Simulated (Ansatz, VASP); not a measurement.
## ZrF3 in VASP and in Ansatz

```
CELL_PARAMETERS angstrom
3.09026 0.00000 0.00000
0.00000 3.09026 0.00000
0.00000 0.00000 4.44383
ATOMIC_POSITIONS crystal
Zr 0.00000 0.00000 0.00000
F 0.50000 0.50000 0.76487
F 0.00000 0.00000 0.50000
F 0.50000 0.50000 0.23513
```

Change from the starting cell: species swapped into the VFe3 type (Cmmm, No. 65).

Alike in both runs: task single point; functional PBE; k mesh 6 × 6 × 4; occupations gaussian, width 0.1 eV; collinear spin.

```csv
,VASP,Ansatz
version,VASP 6.6.1,Ansatz 0.2.0
potentials or method,"VASP PAW PBE potentials, release 64 (Zr_sv, F), cutoff 520 eV","scalar-relativistic, plane waves, PAW"
valence electrons in the cell,33,33
```

|  | VASP | Ansatz | Ansatz less VASP |
| --- | --- | --- | --- |
| gap on the k mesh at the Fermi level (eV) | none | none | - |
| pressure (GPa) | 0.0 | 0.0 | +0.01 |
| traceless stress, the component that is largest in VASP (GPa) | -0.34 | -0.20 | +0.142 |
| rms of the force components (eV/Å) | 0.007 | 0.007 | -0.0007 |
| net moment per atom (μB) | 0.06 | 0.06 | 0.000 |
| size of the moment on the site where the two differ most (μB) | 0.17 | 0.11 | -0.066 |

Site moments also hang on the region over which each program counts them. Atom by atom the forces differ by 0.001 eV/Å (rms over components). A gap of «none» marks a metal or a gap that the smearing closes.
